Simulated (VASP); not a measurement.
The system is CuO.

```xyz
2
Lattice="2.8912 0.0000 0.0000 -1.4456 2.5039 0.0000 0.0000 0.0000 2.8199" Properties=species:S:1:pos:R:3 pbc="T T T"
Cu    0.0000    0.0000    0.0000
O     1.4456    0.8346    1.4100
```

```yaml
Program: VASP 6.6.1
Task: relaxation of cell and atoms
Functional: PBE
Potentials_or_basis: VASP PAW PBE potentials, release 64 (Cu, O)
Cutoff: 600 eV
k_mesh: 6 × 6 × 6
Occupations: gaussian, width 0.1 eV
Spin: collinear spin, ferromagnetic start
Starting_moments: "[0.48, 0.42] μB"
```

At the start: pressure -7.8 GPa; volume 10.21 Å³/atom.

**Question.** Where does the relaxation end?

**Answer.** Over 5 steps the energy falls by 22.5 meV/atom and the volume is 9.74 Å³/atom (-4.6 %); space group P-6m2 (No. 187, to 0.1 Å) before and after; moment 0.71 μB per cell.

The path:
```tsv
step	energy change (eV)	largest force (eV/Å)	pressure (GPa)	volume (Å³)
1	0.0000	0.0000	-7.77	20.41
2	-0.0379	0.0000	4.23	18.98
3	-0.0414	0.0000	1.19	19.28
4	-0.0445	0.0000	0.44	19.41
5	-0.0450	0.0000	0.05	19.48
```

Final structure:
```yaml
crystal:
  lattice:
    - [2.88964, 0.00000, 0.00000]
    - [-1.44482, 2.50250, 0.00000]
    - [0.00000, 0.00000, 2.69368]
  atoms:
    - { symbol: Cu, position: [0.00000, 0.00000, 0.00000] }
    - { symbol: O, position: [0.66667, 0.33333, 0.50000] }
```

Caveat: the k points lie up to 0.42 Å⁻¹ apart in the final cell; a cell with one magnetic atom can't hold antiferromagnetic order, which such compounds often take.
